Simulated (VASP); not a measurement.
# Li4TmGe in VASP: further runs

Runs on Li4TmGe. Level: PBE. Tasks: single point.

Program: VASP 6.6.1. These are calculated values, not measurements. Logs are shortened: lines on timing, memory, paths and dates and some standing lists are left out, and cuts for length are marked.

### Step 1. The cell of the first run

Symmetry: P2/m, No. 10, monoclinic system. The conventional cell has a = 4.662 Å, b = 3.648 Å, c = 7.339 Å, α = 90.00°, β = 108.20°, γ = 90.00°. Within 3.8 Å of Li (site symmetry m) lie 10 Li at 2.91 to 3.65 Å and 2 Tm at 3.11 Å and 2 Ge at 3.43 to 3.45 Å. Within 3.7 Å of Li (site symmetry m) lie 2 Ge at 2.84 Å and 10 Li at 2.91 to 3.65 Å and 2 Tm at 3.18 to 3.19 Å. Tm (site symmetry 2/m) has 4 Ge at 2.96 Å and 8 Li at 3.11 to 3.19 Å and 2 Tm at 3.65 Å within 3.9 Å. Within 3.7 Å of Ge (site symmetry 2/m) lie 8 Li at 2.84 to 3.45 Å and 4 Tm at 2.96 Å and 2 Ge at 3.65 Å.

The cell was built from a structure type or drawn by symmetry, and may not be a known phase.

### Step 2. Single point, PBE

Contents of INCAR:

```
SYSTEM = Li4TmGe
ALGO = Normal
EDIFF = 1E-6
ENCUT = 750
GGA = PE
GGA_COMPAT = .FALSE.
ISIF = 2
ISMEAR = 0
LASPH = .TRUE.
LCHARG = .FALSE.
LMAXMIX = 6
LREAL = .FALSE.
LWAVE = .FALSE.
NBANDS = 26
NELM = 200
PREC = Accurate
SIGMA = 0.2
```

Contents of KPOINTS:

```
k-points
0
G
  3 5 3
  0 0 0
```

Contents of POSCAR:

```
Li4TmGe
1.0
    7.2834641235      0.0000000000      0.9042415918
    0.0000000000      3.6482876531      0.0000000000
    0.8989177496      0.0000000000      4.5740652326
Li Tm Ge
4 1 1
Direct
    0.3621363997      0.0000000000      0.3184441922
    0.3118199050      0.5000000000      0.8447174679
    0.6881800950      0.5000000000      0.1552825321
    0.6378636003      0.0000000000      0.6815558078
    0.0000000000      0.5000000000      0.5000000000
    0.0000000000      0.0000000000      0.0000000000
```

Potentials or basis: VASP PAW PBE potentials, release 64 (Li_sv, Tm_3, Ge_d), 4f in core.

On the command line:

```sh
$ cat potpaw_PBE.64/Li_sv/POTCAR potpaw_PBE.64/Tm_3/POTCAR potpaw_PBE.64/Ge_d/POTCAR > POTCAR
$ mpirun -np 1 vasp_std > vasp.out
```

OUTCAR:

```text
SYSTEM = Li4TmGe
   EDIFF = 1E-6
   ENCUT = 750
   GGA = PE
   ISIF = 2
   ISMEAR = 0
   LASPH = .TRUE.
   LREAL = .FALSE.
   NELM = 200
   PREC = Accurate

 ion  position               nearest neighbor table
   1  0.362  0.000  0.318-   5 3.11   5 3.11
   2  0.312  0.500  0.845-   5 3.18   5 3.19
   3  0.688  0.500  0.155-   5 3.18   5 3.19
   4  0.638  0.000  0.682-   5 3.11   5 3.11
   5  0.000  0.500  0.500-   6 2.96   6 2.96   6 2.96   6 2.96   1 3.11   4 3.11   1 3.11   4 3.11
                             3 3.18   2 3.18   2 3.19   3 3.19
   6  0.000  0.000  0.000-   5 2.96   5 2.96   5 2.96   5 2.96

  LATTYP: Found a simple monoclinic cell.
 ALAT       =     4.6615583095
 B/A-ratio  =     0.7826326329
 C/A-ratio  =     1.5744478060
 COS(beta)  =    -0.3122588236

  Lattice vectors:

 A1 = (   0.8989177496,   0.0000000000,   4.5740652326)
 A2 = (   0.0000000000,   3.6482876531,   0.0000000000)
 A3 = (  -7.2834641235,   0.0000000000,  -0.9042415918)

Analysis of symmetry for initial positions (statically):
=====================================================================
 Subroutine PRICEL returns:
 Original cell was already a primitive cell.

 Routine SETGRP: Setting up the symmetry group for a
 simple monoclinic supercell.

 Subroutine GETGRP returns: Found  4 space group operations
 (whereof  4 operations were pure point group operations)
 out of a pool of  4 trial point group operations.

The static configuration has the point symmetry C_2h.

Analysis of symmetry for dynamics (positions and initial velocities):
=====================================================================
 Subroutine PRICEL returns:
 Original cell was already a primitive cell.

 Routine SETGRP: Setting up the symmetry group for a
 simple monoclinic supercell.

 Subroutine GETGRP returns: Found  4 space group operations
 (whereof  4 operations were pure point group operations)
 out of a pool of  4 trial point group operations.

The dynamic configuration has the point symmetry C_2h.

 Subroutine INISYM returns: Found  4 space group operations
 (whereof  4 operations are pure point group operations),
 and found     1 'primitive' translations

----------------------------------------------------------------------------------------

                                     Primitive cell

  volume of cell :     118.5774

  direct lattice vectors                    reciprocal lattice vectors
     7.283464123  0.000000000  0.904241592     0.140730937  0.000000000 -0.027657134
     0.000000000  3.648287653  0.000000000     0.000000000  0.274101194  0.000000000
     0.898917750  0.000000000  4.574065233    -0.027820934  0.000000000  0.224091411

  length of vectors
     7.339380253  3.648287653  4.661558309     0.143422849  0.274101194  0.225811791

  position of ions in fractional coordinates (direct lattice)
     0.362136400  0.000000000  0.318444192
     0.311819905  0.500000000  0.844717468
     0.688180095  0.500000000  0.155282532
     0.637863600  0.000000000  0.681555808
     0.000000000  0.500000000  0.500000000
     0.000000000  0.000000000  0.000000000

  ion indices of the primitive-cell ions
   primitive index   ion index
                 1           1
                 2           2
                 3           3
                 4           4
                 5           5
                 6           6

----------------------------------------------------------------------------------------

 KPOINTS: k-points

Automatic generation of k-mesh.
 Grid dimensions read from file:
 generate k-points for:    3    5    3

 Generating k-lattice:

  Cartesian coordinates                     Fractional coordinates (reciprocal lattice)
     0.046910312  0.000000000 -0.009219045     0.333333333  0.000000000  0.000000000
     0.000000000  0.054820239  0.000000000     0.000000000  0.200000000  0.000000000
    -0.009273645  0.000000000  0.074697137     0.000000000  0.000000000  0.333333333

  Length of vectors
     0.047807616  0.054820239  0.075270597

  Shift w.r.t. Gamma in fractional coordinates (k-lattice)
     0.000000000  0.000000000  0.000000000

 Subroutine IBZKPT returns following result:
 ===========================================

 Found     15 irreducible k-points:

 Following reciprocal coordinates:
            Coordinates               Weight
  0.000000  0.000000  0.000000      1.000000
  0.333333  0.000000 -0.000000      2.000000
  0.000000  0.200000  0.000000      2.000000
  0.333333  0.200000 -0.000000      4.000000
  0.000000  0.400000  0.000000      2.000000
  0.333333  0.400000 -0.000000      4.000000
  0.000000  0.000000  0.333333      2.000000
  0.333333  0.000000  0.333333      2.000000
 -0.333333  0.000000  0.333333      2.000000
  0.000000  0.200000  0.333333      4.000000
  0.333333  0.200000  0.333333      4.000000
 -0.333333  0.200000  0.333333      4.000000
  0.000000  0.400000  0.333333      4.000000
  0.333333  0.400000  0.333333      4.000000
 -0.333333  0.400000  0.333333      4.000000
   k-points           NKPTS =     15   k-points in BZ     NKDIM =     15   number of bands    NBANDS=     26
   number of dos      NEDOS =    301   number of ions     NIONS =      6
   total plane-waves  NPLWV = 105840
   dimension x,y,z NGX =    70 NGY =   36 NGZ =   42
   dimension x,y,z NGXF=   140 NGYF=   72 NGZF=   84
   ions per type =               4   1   1
   NGX,Y,Z   is equivalent  to a cutoff of  15.86, 16.40, 14.98 a.u.
   NGXF,Y,Z  is equivalent  to a cutoff of  31.71, 32.81, 29.96 a.u.
 SYSTEM =  Li4TmGe
   PREC   = accura    normal or accurate (medium, high low for compatibility)
   ISTART =      0    job   : 0-new  1-cont  2-samecut
   ICHARG =      2    charge: 1-file 2-atom 10-const
   ISPIN  =      1    spin polarized calculation?
   LNONCOLLINEAR =      F non collinear calculations
   LSORBIT =      F    spin-orbit coupling
   LASPH  =      T    aspherical Exc in radial PAW
   ENCUT  =  750.0 eV  55.12 Ry    7.42 a.u.  16.39  8.15 10.41*2*pi/ulx,y,z
   NELM   =    200;   NELMIN=  2; NELMDL= -5     # of ELM steps
   EDIFF  = 0.1E-05   stopping-criterion for ELM
   LREAL  =      F    real-space projection
   EDIFFG = 0.1E-04   stopping-criterion for IOM
   NSW    =      0    number of steps for IOM
   IBRION =     -1    ionic relax: 0-MD 1-quasi-New 2-CG
   NFREE  =      0    steps in history (QN), initial steepest desc. (CG)
   ISIF   =      2    stress and relaxation
   ISYM   =      2    0-nonsym 1-usesym 2-fastsym
   POTIM  = 0.5000    time-step for ionic-motion
   TEBEG  =    0.0;   TEEND  =   0.0 temperature during run
   PSTRESS=    0.0 pullay stress
   NELECT =      35.0000    total number of electrons
   NUPDOWN=      -1.0000    fix difference up-down
   EMIN   =  10.00;   EMAX   =-10.00  energy-range for DOS
   EFERMI =   0.00;   METHOD = LEGACY
   ISMEAR =     0;   SIGMA  =   0.20  broadening in eV -4-tet -1-fermi 0-gaus
   EFERMI_NEDOS =   21; number of points for ismear=-14 and -15
   IALGO  =     38    algorithm
   IMIX   =      4    mixing-type and parameters
     AMIX     =   0.40;   BMIX     =  1.00
     AMIX_MAG =   1.60;   BMIX_MAG =  1.00
  volume/ion in A,a.u.               =      19.76       133.37
  Fermi-wavevector in a.u.,A,eV,Ry     =   1.090009  2.059819 16.165360  1.188120
  Thomas-Fermi vector in A             =   2.226225
   LORBIT       =      0    0 simple, 1 ext, 2 COOP (PROOUT), +10 PAW based schemes
   GGA     = PE    functional components
   LHFCALC =     F    Hartree Fock is set to
   AEXX    =    0.0000 exact exchange contribution
   IVDW    =     0    specifies the selected vdW correction
   LEPSILON=     F    determine dielectric tensor
   LRPA    =     F    only Hartree local field effects (RPA)
 non-spin polarized calculation
 Gauss-broadening in eV      SIGMA  =   0.20
  energy-cutoff  :      750.00
  volume of cell :      118.58
 maximum number of plane-waves:      5546
 NGX is ok and might be reduce to    70
   NGX = 33   NGY = 17   NGZ = 21

 number of electron      34.9999991 magnetization

 Free energy of the ion-electron system (eV)
  ---------------------------------------------------
  ext. energy  EPLUGINS =         0.00000000
  ---------------------------------------------------
  free energy    TOTEN  =       -17.88118355 eV

  energy without entropy =      -17.84158208  energy(sigma->0) =      -17.86138281

 E-fermi :   2.3783     XC(G=0):  -8.6190

 val. band max:        2.3691714515   @ k =   0.0000   0.4000   0.3333
 cond. band min:       2.4676897675   @ k =   0.0000   0.0000   0.0000
 fundamental gap:      0.0985183160
 Fermi energy:         2.3782743593

 k-point     1 :       0.0000    0.0000    0.0000
  band No.  band energies     occupation
      1     -44.0914      2.00000
      2     -44.0834      2.00000
      3     -43.9034      2.00000
      4     -43.9031      2.00000
      5     -23.3206      2.00000
      6     -23.1791      2.00000
[... 18 lines left out ...]
     25       6.7014      0.00000
     26       7.0315      0.00000

 k-point     2 :       0.3333    0.0000   -0.0000
  band No.  band energies     occupation
      1     -44.0914      2.00000
      2     -44.0834      2.00000
      3     -43.9034      2.00000
      4     -43.9032      2.00000
      5     -23.3206      2.00000
      6     -23.1791      2.00000
[... 18 lines left out ...]
     25       6.2363      0.00000
     26       7.0603      0.00000

 k-point     3 :       0.0000    0.2000    0.0000
  band No.  band energies     occupation
      1     -44.0908      2.00000
      2     -44.0832      2.00000
      3     -43.9035      2.00000
      4     -43.9029      2.00000
      5     -23.3140      2.00000
      6     -23.1798      2.00000
[... 311 lines left out ...]
 k-point    14 :       0.3333    0.4000    0.3333
  band No.  band energies     occupation
      1     -44.0880      2.00000
      2     -44.0845      2.00000
      3     -43.9034      2.00000
      4     -43.9028      2.00000
      5     -23.3021      2.00000
      6     -23.2251      2.00000
[... 18 lines left out ...]
     25       6.3500      0.00000
     26       7.4617      0.00000

 k-point    15 :      -0.3333    0.4000    0.3333
  band No.  band energies     occupation
      1     -44.0880      2.00000
      2     -44.0845      2.00000
      3     -43.9033      2.00000
      4     -43.9028      2.00000
      5     -23.3021      2.00000
      6     -23.2251      2.00000
[... 18 lines left out ...]
     25       6.5556      0.00000
     26       7.1659      0.00000

------------------------ aborting loop because EDIFF is reached ----------------------------------------

  FORCE on cell =-STRESS in cart. coord.  units (eV):
  Direction    XX          YY          ZZ          XY          YZ          ZX
  --------------------------------------------------------------------------------------
  -------------------------------------------------------------------------------------
  Total        0.1611545     -0.0084784     -0.0488644      0.0000000      0.0000000      0.0247515
  in kB        2.1774649     -0.1145574     -0.6602395      0.0000000      0.0000000      0.3344338
  external PRESSURE =       0.4675560 kB  Pullay stress =       0.0000000 kB

 VOLUME and BASIS-vectors are now :
 -----------------------------------------------------------------------------
  energy-cutoff  :      750.00
  volume of cell :      118.58
      direct lattice vectors                 reciprocal lattice vectors
     7.283464123  0.000000000  0.904241592     0.140730937  0.000000000 -0.027657134
     0.000000000  3.648287653  0.000000000     0.000000000  0.274101194  0.000000000
     0.898917750  0.000000000  4.574065233    -0.027820934  0.000000000  0.224091411

 POSITION                                       TOTAL-FORCE (eV/Angst)
 -----------------------------------------------------------------------------------
      2.92386      0.00000      1.78404         0.004524      0.000000      0.000078
      3.03046      1.82414      4.14575         0.001076     -0.000000      0.000434
      5.15192      1.82414      1.33255        -0.001076      0.000000     -0.000434
      5.25852      0.00000      3.69426        -0.004524      0.000000     -0.000078
      0.44946      1.82414      2.28703        -0.000000      0.000000     -0.000000
      0.00000      0.00000      0.00000         0.000000      0.000000     -0.000000
 -----------------------------------------------------------------------------------
    total drift:                                0.000000     -0.000000      0.000000

  FREE ENERGIE OF THE ION-ELECTRON SYSTEM (eV)
  ---------------------------------------------------
  free  energy   TOTEN  =       -17.8811835451 eV

  energy  without entropy=      -17.8415820752  energy(sigma->0) =      -17.86138281
```

Run time: 53 s. Hardware: 1 thread of Intel Xeon 6975P-C (Granite Rapids), shared host; peak memory 0.36 GiB.

Results:

```
Free energy            : -17.8812 eV
Pressure               : 0.0 GPa
Largest force          : 0.005 eV/Å
Band gap on the k mesh : zero (an odd number of electrons rules out a gap without spin polarisation)
```

Forces in eV/Å, atoms in the order of the input:
```
Li   0.005  0.000  0.000
Li   0.001  0.000  0.000
Li  -0.001  0.000  0.000
Li  -0.005  0.000  0.000
Tm   0.000  0.000  0.000
Ge   0.000  0.000  0.000
```

Stress tensor (GPa, compression positive):
```
 0.22  0.00  0.03
 0.00 -0.01  0.00
 0.03  0.00 -0.07
```

Caveat: the k points lie up to 0.47 Å⁻¹ apart, too coarse for converged energies and pressures of a metal; spin-orbit coupling is left out, which moves the levels of the heavy elements; the 4f electrons are frozen in the core, so they carry no moment and show no levels. Spin polarisation is off, so any magnetic state and its effect on volume and gap are missing.

### Step 3. Single point, PBE

This run uses another cell than the first one, of 23.00 Å³/atom.

Contents of INCAR:

```
PREC = Accurate
ENCUT = 750
EDIFF = 1E-6
ISMEAR = 0
SIGMA = 0.2
LREAL = F
LASPH = T
NELM = 200
ALGO = Normal
ISIF = 2
LWAVE = F
LCHARG = F
GGA = PE
NBANDS = 26
GGA_COMPAT = F
LMAXMIX = 6
```

Contents of KPOINTS:

```
Automatic mesh
0
Gamma
  4 4 3
```

Contents of POSCAR:

```
Li4TmGe
1.0
    3.2754760653     -3.4631557357      0.0000000000
    3.2754760653      3.4631557357      0.0000000000
    0.0000000000      0.0000000000      6.0831682704
Li Tm Ge
4 1 1
Direct
    0.0000000000      0.5000000000      0.7019109362
    0.5000000000      0.0000000000      0.2980890638
    0.0000000000      0.5000000000      0.2980890638
    0.5000000000      0.0000000000      0.7019109362
    0.0000000000      0.0000000000      0.0000000000
    0.0000000000      0.0000000000      0.5000000000
```

Potentials or basis: VASP PAW PBE potentials, release 64 (Li_sv, Tm_3, Ge_d), 4f in core.

On the command line:

```sh
$ cat potpaw_PBE.64/Li_sv/POTCAR potpaw_PBE.64/Tm_3/POTCAR potpaw_PBE.64/Ge_d/POTCAR > POTCAR
$ mpirun -np 1 vasp_std > vasp.out
```

It took 59 s on 1 thread of Intel Xeon 6975P-C (Granite Rapids), shared host; peak memory 0.4 GiB.

Results (log left out):

- Free energy: -16.5336 eV
- Pressure: 0.3 GPa
- Largest force: 0.011 eV/Å
- Band gap on the k mesh: zero (an odd number of electrons rules out a gap without spin polarisation)

Forces in eV/Å, atoms in the order of the input:
```
Li   0.000  0.000 -0.011
Li   0.000  0.000  0.011
Li   0.000  0.000  0.011
Li   0.000  0.000 -0.011
Tm   0.000  0.000  0.000
Ge   0.000  0.000  0.000
```

Stress tensor (GPa, compression positive):
```
0.19 0.00 0.00
0.00 0.45 0.00
0.00 0.00 0.38
```

Levels at points of the mesh, in eV from the Fermi level:
```
           k point  band 13  band 14  band 15  band 16  band 17  band 18  band 19  band 20  band 21  band 22
(0.00, 0.00, 0.00)    -8.10    -2.68    -1.35    -1.15    -1.02     0.01     0.78     0.85     1.29     2.31
(0.50, 0.00, 0.00)    -7.96    -2.68    -1.46    -1.21    -0.66     0.14     0.23     1.04     1.19     1.83
(0.50, 0.50, 0.00)    -7.87    -1.99    -1.71    -1.21    -1.05     0.56     0.70     0.85     0.94     1.22
```

Caveat: spin-orbit coupling is left out, which moves the levels of the heavy elements; the 4f electrons are frozen in the core, so they carry no moment and show no levels. Spin polarisation is off, so any magnetic state and its effect on volume and gap are missing.
